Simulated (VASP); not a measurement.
# CsPbCl3 (Pm-3m) in VASP: a series of runs, part 3 of 3

VASP 6.6.1. Earlier steps stand in the parts before.

## (4) Single point, RPBE

This run uses another cell than the first one, of 35.22 Å³/atom.

INCAR reads:

```
SYSTEM = CsPbCl3
ALGO = Normal
EDIFF = 1E-7
ENCUT = 520
GGA = RP
ISIF = 2
ISMEAR = -1
LASPH = .TRUE.
LCHARG = .TRUE.
LELF = .TRUE.
LREAL = .FALSE.
LVHAR = .TRUE.
LWAVE = .FALSE.
NBANDS = 30
NELM = 60
PREC = Accurate
SIGMA = 0.05
```

KPOINTS reads:

```
k-points
0
G
  5 5 5
  0 0 0
```

POSCAR reads:

```
CsPbCl3
1.0
    5.6050000000      0.0000000000      0.0000000000
    0.0000000000      5.6050000000      0.0000000000
    0.0000000000      0.0000000000      5.6050000000
Pb Cs Cl
1 1 3
Direct
    0.5000000000      0.5000000000      0.5000000000
    0.0000000000      0.0000000000      0.0000000000
    0.5000000000      0.0000000000      0.5000000000
    0.0000000000      0.5000000000      0.5000000000
    0.5000000000      0.5000000000      0.0000000000
```

Potentials or basis: VASP PAW PBE potentials, release 64 (Pb_d, Cs_sv, Cl).

Started as:

```console
$ cat potpaw_PBE.64/Pb_d/POTCAR potpaw_PBE.64/Cs_sv/POTCAR potpaw_PBE.64/Cl/POTCAR > POTCAR
$ mpirun -np 1 vasp_std > vasp.out
```

OUTCAR:

```text
SYSTEM = CsPbCl3
   EDIFF = 1E-7
   ENCUT = 520
   GGA = RP
   ISIF = 2
   ISMEAR = -1
   LASPH = .TRUE.
   LREAL = .FALSE.
   NELM = 60
   PREC = Accurate

 ion  position               nearest neighbor table
   1  0.500  0.500  0.500-   3 2.80   4 2.80   5 2.80   5 2.80   3 2.80   4 2.80
   2  0.000  0.000  0.000-
   3  0.500  0.000  0.500-   1 2.80   1 2.80
   4  0.000  0.500  0.500-   1 2.80   1 2.80
   5  0.500  0.500  0.000-   1 2.80   1 2.80

  LATTYP: Found a simple cubic cell.
 ALAT       =     5.6050000000

  Lattice vectors:

 A1 = (   5.6050000000,   0.0000000000,   0.0000000000)
 A2 = (   0.0000000000,   5.6050000000,   0.0000000000)
 A3 = (   0.0000000000,   0.0000000000,   5.6050000000)

Analysis of symmetry for initial positions (statically):
=====================================================================
 Subroutine PRICEL returns:
 Original cell was already a primitive cell.

 Routine SETGRP: Setting up the symmetry group for a
 simple cubic supercell.

 Subroutine GETGRP returns: Found 48 space group operations
 (whereof 48 operations were pure point group operations)
 out of a pool of 48 trial point group operations.

The static configuration has the point symmetry O_h .

Analysis of symmetry for dynamics (positions and initial velocities):
=====================================================================
 Subroutine PRICEL returns:
 Original cell was already a primitive cell.

 Routine SETGRP: Setting up the symmetry group for a
 simple cubic supercell.

 Subroutine GETGRP returns: Found 48 space group operations
 (whereof 48 operations were pure point group operations)
 out of a pool of 48 trial point group operations.

The dynamic configuration has the point symmetry O_h .

 Subroutine INISYM returns: Found 48 space group operations
 (whereof 48 operations are pure point group operations),
 and found     1 'primitive' translations

----------------------------------------------------------------------------------------

                                     Primitive cell

  volume of cell :     176.0868

  direct lattice vectors                    reciprocal lattice vectors
     5.605000000  0.000000000  0.000000000     0.178412132  0.000000000  0.000000000
     0.000000000  5.605000000  0.000000000     0.000000000  0.178412132  0.000000000
     0.000000000  0.000000000  5.605000000     0.000000000  0.000000000  0.178412132

  length of vectors
     5.605000000  5.605000000  5.605000000     0.178412132  0.178412132  0.178412132

  position of ions in fractional coordinates (direct lattice)
     0.500000000  0.500000000  0.500000000
     0.000000000  0.000000000  0.000000000
     0.500000000  0.000000000  0.500000000
     0.000000000  0.500000000  0.500000000
     0.500000000  0.500000000  0.000000000

  ion indices of the primitive-cell ions
   primitive index   ion index
                 1           1
                 2           2
                 3           3
                 4           4
                 5           5

----------------------------------------------------------------------------------------

 KPOINTS: k-points

Automatic generation of k-mesh.
 Grid dimensions read from file:
 generate k-points for:    5    5    5

 Generating k-lattice:

  Cartesian coordinates                     Fractional coordinates (reciprocal lattice)
     0.035682426  0.000000000  0.000000000     0.200000000  0.000000000  0.000000000
     0.000000000  0.035682426  0.000000000     0.000000000  0.200000000  0.000000000
     0.000000000  0.000000000  0.035682426     0.000000000  0.000000000  0.200000000

  Length of vectors
     0.035682426  0.035682426  0.035682426

  Shift w.r.t. Gamma in fractional coordinates (k-lattice)
     0.000000000  0.000000000  0.000000000

 Subroutine IBZKPT returns following result:
 ===========================================

 Found     10 irreducible k-points:

 Following reciprocal coordinates:
            Coordinates               Weight
  0.000000  0.000000  0.000000      1.000000
  0.200000  0.000000  0.000000      6.000000
  0.400000  0.000000  0.000000      6.000000
  0.200000  0.200000  0.000000     12.000000
  0.400000  0.200000  0.000000     24.000000
  0.400000  0.400000  0.000000     12.000000
  0.200000  0.200000  0.200000      8.000000
  0.400000  0.200000  0.200000     24.000000
  0.400000  0.400000  0.200000     24.000000
  0.400000  0.400000  0.400000      8.000000
   k-points           NKPTS =     10   k-points in BZ     NKDIM =     10   number of bands    NBANDS=     30
   number of dos      NEDOS =    301   number of ions     NIONS =      5
   total plane-waves  NPLWV =  74088
   dimension x,y,z NGX =    42 NGY =   42 NGZ =   42
   dimension x,y,z NGXF=    84 NGYF=   84 NGZF=   84
   ions per type =               1   1   3
   NGX,Y,Z   is equivalent  to a cutoff of  12.46, 12.46, 12.46 a.u.
   NGXF,Y,Z  is equivalent  to a cutoff of  24.91, 24.91, 24.91 a.u.
 SYSTEM =  CsPbCl3
   PREC   = accura    normal or accurate (medium, high low for compatibility)
   ISTART =      0    job   : 0-new  1-cont  2-samecut
   ICHARG =      2    charge: 1-file 2-atom 10-const
   ISPIN  =      1    spin polarized calculation?
   LNONCOLLINEAR =      F non collinear calculations
   LSORBIT =      F    spin-orbit coupling
   LASPH  =      T    aspherical Exc in radial PAW
   ENCUT  =  520.0 eV  38.22 Ry    6.18 a.u.  10.42 10.42 10.42*2*pi/ulx,y,z
   NELM   =     60;   NELMIN=  2; NELMDL= -5     # of ELM steps
   EDIFF  = 0.1E-06   stopping-criterion for ELM
   LREAL  =      F    real-space projection
   EDIFFG = 0.1E-05   stopping-criterion for IOM
   NSW    =      0    number of steps for IOM
   IBRION =     -1    ionic relax: 0-MD 1-quasi-New 2-CG
   NFREE  =      0    steps in history (QN), initial steepest desc. (CG)
   ISIF   =      2    stress and relaxation
   ISYM   =      2    0-nonsym 1-usesym 2-fastsym
   POTIM  = 0.5000    time-step for ionic-motion
   TEBEG  =    0.0;   TEEND  =   0.0 temperature during run
   PSTRESS=    0.0 pullay stress
   NELECT =      44.0000    total number of electrons
   NUPDOWN=      -1.0000    fix difference up-down
   EMIN   =  10.00;   EMAX   =-10.00  energy-range for DOS
   EFERMI =   0.00;   METHOD = LEGACY
   ISMEAR =    -1;   SIGMA  =   0.05  broadening in eV -4-tet -1-fermi 0-gaus
   EFERMI_NEDOS =   21; number of points for ismear=-14 and -15
   IALGO  =     38    algorithm
   IMIX   =      4    mixing-type and parameters
     AMIX     =   0.40;   BMIX     =  1.00
     AMIX_MAG =   1.60;   BMIX_MAG =  1.00
  volume/ion in A,a.u.               =      35.22       237.66
  Fermi-wavevector in a.u.,A,eV,Ry     =   1.031138  1.948568 14.466333  1.063245
  Thomas-Fermi vector in A             =   2.165271
   LORBIT       =      0    0 simple, 1 ext, 2 COOP (PROOUT), +10 PAW based schemes
   GGA     = RP    functional components
   LHFCALC =     F    Hartree Fock is set to
   AEXX    =    0.0000 exact exchange contribution
   IVDW    =     0    specifies the selected vdW correction
   LEPSILON=     F    determine dielectric tensor
   LRPA    =     F    only Hartree local field effects (RPA)
 non-spin polarized calculation
  energy-cutoff  :      520.00
  volume of cell :      176.09
 maximum number of plane-waves:      4765
 NGX is ok and might be reduce to    42
   NGX = 21   NGY = 21   NGZ = 21

 number of electron      44.0000004 magnetization

 Free energy of the ion-electron system (eV)
  ---------------------------------------------------
  ext. energy  EPLUGINS =         0.00000000
  ---------------------------------------------------
  free energy    TOTEN  =       -16.42206274 eV

  energy without entropy =      -16.42206274  energy(sigma->0) =      -16.42206274

 E-fermi :   2.4237     XC(G=0):  -7.4967

 val. band max:        1.3639116781   @ k =   0.4000   0.4000   0.4000
 cond. band min:       4.4290659486   @ k =   0.4000   0.4000   0.4000
 fundamental gap:      3.0651542705
 Fermi energy:         2.4237008418

 k-point     1 :       0.0000    0.0000    0.0000
  band No.  band energies     occupation
      1     -19.4917      2.00000
      2     -14.9209      2.00000
      3     -14.9209      2.00000
      4     -14.6857      2.00000
      5     -14.6857      2.00000
      6     -14.6857      2.00000
[... 319 lines left out ...]
     29       7.8018      0.00000
     30       8.6152      0.00000

------------------------ aborting loop because EDIFF is reached ----------------------------------------

  FORCE on cell =-STRESS in cart. coord.  units (eV):
  Direction    XX          YY          ZZ          XY          YZ          ZX
  --------------------------------------------------------------------------------------
  -------------------------------------------------------------------------------------
  Total        3.5383685      3.5383685      3.5383685      0.0000000      0.0000000      0.0000000
  in kB       32.1948790     32.1948790     32.1948790      0.0000000      0.0000000      0.0000000
  external PRESSURE =      32.1948790 kB  Pullay stress =       0.0000000 kB

 VOLUME and BASIS-vectors are now :
 -----------------------------------------------------------------------------
  energy-cutoff  :      520.00
  volume of cell :      176.09
      direct lattice vectors                 reciprocal lattice vectors
     5.605000000  0.000000000  0.000000000     0.178412132  0.000000000  0.000000000
     0.000000000  5.605000000  0.000000000     0.000000000  0.178412132  0.000000000
     0.000000000  0.000000000  5.605000000     0.000000000  0.000000000  0.178412132

 POSITION                                       TOTAL-FORCE (eV/Angst)
 -----------------------------------------------------------------------------------
      2.80250      2.80250      2.80250         0.000000      0.000000      0.000000
      0.00000      0.00000      0.00000         0.000000      0.000000      0.000000
      2.80250      0.00000      2.80250         0.000000      0.000000      0.000000
      0.00000      2.80250      2.80250         0.000000      0.000000      0.000000
      2.80250      2.80250      0.00000         0.000000      0.000000      0.000000
 -----------------------------------------------------------------------------------
    total drift:                                0.000000     -0.000000     -0.000000

  FREE ENERGIE OF THE ION-ELECTRON SYSTEM (eV)
  ---------------------------------------------------
  free  energy   TOTEN  =       -16.4220627427 eV

  energy  without entropy=      -16.4220627426  energy(sigma->0) =      -16.42206274
```

OSZICAR:

```text
N       E                     dE             d eps       ncg     rms          rms(c)
DAV:   1     0.411274642514E+03    0.41127E+03   -0.19363E+04   600   0.134E+03
DAV:   2     0.331826546546E+02   -0.37809E+03   -0.35967E+03   692   0.312E+02
DAV:   3    -0.152780744469E+02   -0.48461E+02   -0.47955E+02   754   0.122E+02
DAV:   4    -0.171847995552E+02   -0.19067E+01   -0.18996E+01   778   0.301E+01
DAV:   5    -0.172477667010E+02   -0.62967E-01   -0.62942E-01   770   0.483E+00    0.560E+00
DAV:   6    -0.164097377697E+02    0.83803E+00   -0.14984E+00   876   0.129E+01    0.392E+00
DAV:   7    -0.163900054433E+02    0.19732E-01   -0.71118E-01   920   0.489E+00    0.222E+00
DAV:   8    -0.164224700856E+02   -0.32465E-01   -0.10040E-01   796   0.272E+00    0.331E-01
DAV:   9    -0.164205960984E+02    0.18740E-02   -0.19662E-02   952   0.121E+00    0.156E-01
DAV:  10    -0.164219324456E+02   -0.13363E-02   -0.30783E-03   672   0.321E-01    0.929E-02
DAV:  11    -0.164220490220E+02   -0.11658E-03   -0.47830E-04   808   0.207E-01    0.127E-02
DAV:  12    -0.164220611982E+02   -0.12176E-04   -0.63779E-05   892   0.651E-02    0.913E-03
DAV:  13    -0.164220617289E+02   -0.53075E-06   -0.30790E-06   888   0.144E-02    0.540E-03
DAV:  14    -0.164220627606E+02   -0.10317E-05   -0.18646E-06   708   0.975E-03    0.123E-03
DAV:  15    -0.164220627427E+02    0.17938E-07   -0.42552E-08   592   0.159E-03
   1 F= -.16422063E+02 E0= -.16422063E+02  d E =-.885788E-10
```

stdout:

```text
POSCAR found type information on POSCAR PbCsCl
 POSCAR found :  3 types and       5 ions
 scaLAPACK will be used
 -----------------------------------------------------------------------------
|                                                                             |
|                                                                             |
|     You enforced a specific xc type in the INCAR file but a different       |
|     I HOPE YOU KNOW WHAT YOU ARE DOING!                                     |
|                                                                             |
 -----------------------------------------------------------------------------

 LDA part: xc-table for (Slater+PW92), standard interpolation
 POSCAR, INCAR and KPOINTS ok, starting setup
 FFT: planning ... GRIDC
 FFT: planning ... GRID_SOFT
 FFT: planning ... GRID
 WAVECAR not read
 entering main loop
```

Wall time 36 s (1 thread of Intel Xeon Platinum 8559C (Emerald Rapids), shared host); peak memory 0.27 GiB.

What came out:

* Free energy: -16.4221 eV
* Pressure: 3.2 GPa
* Band gap on the k mesh: 3.07 eV

Caveat: the cell stands under pressure; the PAW data sets were made with another functional, which shifts forces and pressure a little; spin-orbit coupling is left out, which moves the levels of the heavy elements; an odd mesh through Γ misses points on the zone boundary, where band edges can lie.

## (5) Single point, revPBE

This run uses another cell than the first one, of 35.22 Å³/atom.

INCAR reads:

```
ALGO = Normal
EDIFF = 1E-6
ENCUT = 520
GGA = RE
ISIF = 2
ISMEAR = -1
LASPH = True
LCHARG = False
LREAL = False
LWAVE = False
NBANDS = 30
NELM = 60
PREC = Accurate
SIGMA = 0.05
```

KPOINTS reads:

```
k-points
0
Gamma
  5 5 5
```

POSCAR is that of step 4.

Started as:

```console
$ cat potpaw_PBE.64/Pb_d/POTCAR potpaw_PBE.64/Cs_sv/POTCAR potpaw_PBE.64/Cl/POTCAR > POTCAR
$ mpirun -np 1 vasp_std > vasp.out
```

It took 29 s on 1 thread of Intel Xeon Platinum 8559C (Emerald Rapids), shared host; peak memory 0.27 GiB.

It converged, with:

```
Free energy            : -16.4597 eV
Pressure               : 2.9 GPa
Band gap on the k mesh : 3.04 eV
```

Levels at points of the mesh, in eV from the valence-band top:
```
           k point  band 18  band 19  band 20  band 21  band 22  band 23  band 24  band 25  band 26  band 27
(0.00, 0.00, 0.00)    -2.07    -2.07    -1.96    -1.96    -1.96     4.21     5.08     5.08     5.93     5.93
```

Caveat: the PAW data sets were made with another functional, which shifts forces and pressure a little; spin-orbit coupling is left out, which moves the levels of the heavy elements; an odd mesh through Γ misses points on the zone boundary, where band edges can lie. revPBE gaps usually lie below the measured ones, often by a third to a half.

## (6) Single point, BLYP

This run uses another cell than the first one, of 35.22 Å³/atom.

INCAR reads:

```
AGGAC = 1.0 ; AGGAX = 1.0
ALDAC = 0.0 ; ALDAX = 1.0
ALGO = Normal ; EDIFF = 1E-6
ENCUT = 520 ; GGA = B5
ISIF = 2 ; ISMEAR = -1
LASPH = True ; LCHARG = False
LREAL = False ; LWAVE = False
NBANDS = 30 ; NELM = 80
PREC = Accurate ; SIGMA = 0.05
```

KPOINTS is that of step 5.

POSCAR is that of step 5.

Potentials or basis: VASP PAW PBE potentials, release 64 (Pb_d, Cs_sv, Cl).

Started as:

```console
$ cat potpaw_PBE.64/Pb_d/POTCAR potpaw_PBE.64/Cs_sv/POTCAR potpaw_PBE.64/Cl/POTCAR > POTCAR
$ mpirun -np 1 vasp_std > vasp.out
```

OUTCAR:

```text
EDIFF = 1E-6
   ENCUT = 520
   GGA = B5
   ISIF = 2
   ISMEAR = -1
   LASPH = True
   LREAL = False
   NELM = 80
   PREC = Accurate

 ion  position               nearest neighbor table
   1  0.500  0.500  0.500-   3 2.80   4 2.80   5 2.80   5 2.80   3 2.80   4 2.80
   2  0.000  0.000  0.000-
   3  0.500  0.000  0.500-   1 2.80   1 2.80
   4  0.000  0.500  0.500-   1 2.80   1 2.80
   5  0.500  0.500  0.000-   1 2.80   1 2.80

  LATTYP: Found a simple cubic cell.
[... 514 lines left out ...]
  --------------------------------------------------------------------------------------
  -------------------------------------------------------------------------------------
  Total        3.4856015      3.4856015      3.4856015     -0.0000000      0.0000000      0.0000000
  in kB       31.7147630     31.7147630     31.7147630     -0.0000000      0.0000000      0.0000000
  external PRESSURE =      31.7147630 kB  Pullay stress =       0.0000000 kB

 VOLUME and BASIS-vectors are now :
 -----------------------------------------------------------------------------
  energy-cutoff  :      520.00
  volume of cell :      176.09
      direct lattice vectors                 reciprocal lattice vectors
     5.605000000  0.000000000  0.000000000     0.178412132  0.000000000  0.000000000
     0.000000000  5.605000000  0.000000000     0.000000000  0.178412132  0.000000000
     0.000000000  0.000000000  5.605000000     0.000000000  0.000000000  0.178412132

 POSITION                                       TOTAL-FORCE (eV/Angst)
 -----------------------------------------------------------------------------------
      2.80250      2.80250      2.80250         0.000000      0.000000      0.000000
      0.00000      0.00000      0.00000         0.000000      0.000000      0.000000
      2.80250      0.00000      2.80250         0.000000      0.000000      0.000000
      0.00000      2.80250      2.80250         0.000000      0.000000      0.000000
      2.80250      2.80250      0.00000         0.000000      0.000000      0.000000
 -----------------------------------------------------------------------------------
    total drift:                                0.000000     -0.000000     -0.000000

  FREE ENERGIE OF THE ION-ELECTRON SYSTEM (eV)
  ---------------------------------------------------
  free  energy   TOTEN  =       -16.0902519411 eV

  energy  without entropy=      -16.0902519410  energy(sigma->0) =      -16.09025194
```

stdout:

```text
POSCAR found type information on POSCAR PbCsCl
 POSCAR found :  3 types and       5 ions
 scaLAPACK will be used
 -----------------------------------------------------------------------------
|                                                                             |
|                                                                             |
|     You enforced a specific xc type in the INCAR file but a different       |
|     I HOPE YOU KNOW WHAT YOU ARE DOING!                                     |
|                                                                             |
 -----------------------------------------------------------------------------

 LDA part: xc-table for (Slater(with rela. corr.)+VWN5), standard interpolation
 POSCAR, INCAR and KPOINTS ok, starting setup
 FFT: planning ... GRIDC
 FFT: planning ... GRID_SOFT
 FFT: planning ... GRID
 WAVECAR not read
 entering main loop
```

It took 45 s on 1 thread of Intel Xeon Platinum 8559C (Emerald Rapids), shared host; peak memory 0.27 GiB.

Results:

```
Free energy            : -16.0903 eV
Pressure               : 3.2 GPa
Band gap on the k mesh : 3.01 eV
```

Caveat: the cell stands under pressure; the PAW data sets were made with another functional, which shifts forces and pressure a little; spin-orbit coupling is left out, which moves the levels of the heavy elements; an odd mesh through Γ misses points on the zone boundary, where band edges can lie.

## (7) Summary

| level | potentials or basis | cell | gap on the mesh (eV) | pressure (GPa) |
| --- | --- | --- | --- | --- |
| LDA | VASP PAW LDA potentials, release 64 (Pb_d, Cs_sv, Cl) | a = 5.514 Å, 5 atoms | 2.67 | 0.1 |
| LDA | VASP PAW LDA potentials, release 64 (Pb_d, Cs_sv, Cl) | a = 5.605 Å, 5 atoms | 2.78 | -1.2 |
| RPBE | VASP PAW PBE potentials, release 64 (Pb_d, Cs_sv, Cl) | a = 5.605 Å, 5 atoms | 3.07 | 3.2 |
| revPBE | VASP PAW PBE potentials, release 64 (Pb_d, Cs_sv, Cl) | a = 5.605 Å, 5 atoms | 3.04 | 2.9 |
| BLYP | VASP PAW PBE potentials, release 64 (Pb_d, Cs_sv, Cl) | a = 5.605 Å, 5 atoms | 3.01 | 3.2 |

Alike in all rows: task single point; no spin polarisation; k mesh 5 × 5 × 5; cutoff (eV) 520; smearing fermi-dirac 0.05 eV.

Caveats: spin-orbit coupling is left out, which moves the levels of the heavy elements; an odd mesh through Γ misses points on the zone boundary, where band edges can lie; the PAW data sets were made with another functional, which shifts forces and pressure a little (at least some runs); the cell stands under pressure (at least some runs).

Absolute energies hang on the potentials; compare differences alone.
